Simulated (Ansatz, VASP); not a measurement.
## Two plane-wave programs on KMgF3

```xyz
5
Lattice="3.9406 0.0000 0.0000 0.0000 3.9406 0.0000 0.0000 0.0000 3.9406" Properties=species:S:1:pos:R:3 pbc="T T T"
K     1.9703    1.9703    1.9703
Mg    0.0000    0.0000    0.0000
F     1.9703    0.0000    0.0000
F     0.0000    1.9703    0.0000
F     0.0000    0.0000    1.9703
```

Alike in both runs: task single point; functional r2SCAN; k mesh 6 × 6 × 6; occupations gaussian, width 0.02 eV; no spin polarisation.

|  | VASP | Ansatz |
| --- | --- | --- |
| version | VASP 6.6.1 | Ansatz 0.2.0 |
| potentials or method | VASP PAW PBE potentials, release 64 (K_sv, Mg, F), cutoff 520 eV | scalar-relativistic, plane waves, PAW |
| valence electrons in the cell | 32 | 40 |

Ansatz gave:

| Item | Value |
| --- | --- |
| gap on the k mesh at the Fermi level (eV) | 8.54 |
| least direct gap on the mesh (eV) | 8.86 |
| pressure (GPa) | 2.5 |

Question: What did VASP give for the same quantities?

Answer: gap on the k mesh at the Fermi level (eV): 8.52; least direct gap on the mesh (eV): 8.85; pressure (GPa): 1.9.

VASP's potentials were made for PBE, not for r2SCAN. With one functional, cell and mesh, what is left measures potentials, basis and numerics. VASP's potentials hold 32 valence electrons a cell and Ansatz's 40, so a difference there can come from the potentials and not from the codes.
